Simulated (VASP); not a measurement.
Here is a VASP 6.6.1 calculation.

File INCAR:

```
PREC     = Accurate       # precision mode
ENCUT    = 500            # plane-wave cutoff, eV
EDIFF    = 1E-6           # SCF threshold, eV
ISMEAR   = -1             # smearing method
SIGMA    = 0.05           # smearing width, eV
LREAL    = False          # projectors in reciprocal space
LASPH    = True           # aspherical terms in the spheres
NELM     = 120            # most SCF steps
ALGO     = Normal         # electronic algorithm
ISIF     = 2              # what is computed and relaxed
LWAVE    = False          # write WAVECAR
LCHARG   = True           # write CHGCAR
LELF     = True           # ELF
LVHAR    = True         
NBANDS   = 14             # bands
GGA_COMPAT= False
```

The input KPOINTS:

```
regular mesh
0
Gamma
  9 9 9
```

Contents of POSCAR:

```
Rh
1.0
    0.0000000000      1.8978500000      1.8978500000
    1.8978500000      0.0000000000      1.8978500000
    1.8978500000      1.8978500000      0.0000000000
Rh
1
Direct
    0.0000000000      0.0000000000      0.0000000000
```

Potentials or basis: VASP PAW LDA potentials, release 64 (Rh_pv).

The run is started by

```console
$ cat potpaw_LDA.64/Rh_pv/POTCAR > POTCAR
$ mpirun -np 1 vasp_std > vasp.out
```

(1) Predict the pressure.

Answers

(1) -8.8 GPa.
